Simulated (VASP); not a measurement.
Write the native input for VASP 6.6.1 that does the following.

```
Task                   : single point
Functional             : PBE
Potentials or basis    : VASP PAW PBE potentials, release 64 (Ti_sv, H)
Cutoff                 : 520 eV
k mesh                 : 10 × 10 × 1
Occupations            : gaussian, width 0.1 eV
Spin                   : no spin polarisation
Dipole correction      : yes
Further INCAR settings : ALGO = Normal; EDIFF = 1e-07; NBANDS = 26
```

The structure of Ti3H lies in POSCAR:

```
Ti3H
1.0
    2.8193504947      0.0000000000      0.0000000000
   -0.9397834982      2.6581091378      0.0000000000
    0.0000000000      0.0000000000     21.3259744853
Ti H
3 1
Direct
    0.5000000000      0.5000000000      0.1875646997
    0.0000000000      0.0000000000      0.2892724347
    0.5000000000      0.5000000000      0.3904147260
    0.5000000000      0.5000000000      0.5062359281
```

The input as run:

INCAR

```
SYSTEM = Ti3H
  PREC = Accurate
  ENCUT = 520
  EDIFF = 1E-7
  ISMEAR = 0
  SIGMA = 0.1
  LREAL = .False.
  LASPH = .True.
  NELM = 60
  ALGO = Normal
  ISIF = 2
  LWAVE = .False.
  LCHARG = .False.
  LDIPOL = .True.
  IDIPOL = 3
  DIPOL = 0.5 0.5 0.343
  GGA = PE
  NBANDS = 26
```

KPOINTS

```
regular mesh
0
Gamma
  10 10 1
  0 0 0
```

Potentials or basis: VASP PAW PBE potentials, release 64 (Ti_sv, H).

Run with:

```sh
$ cat potpaw_PBE.64/Ti_sv/POTCAR potpaw_PBE.64/H/POTCAR > POTCAR
$ mpirun -np 1 vasp_std > vasp.out
```

It gave:

```
Largest force          : 1.611 eV/Å
Band gap on the k mesh : zero (an odd number of electrons rules out a gap without spin polarisation)
```

It took 3.7 min on 1 thread of AMD EPYC 7R13 Processor (Zen 3), with other jobs on the host, peak memory 0.32 GiB.
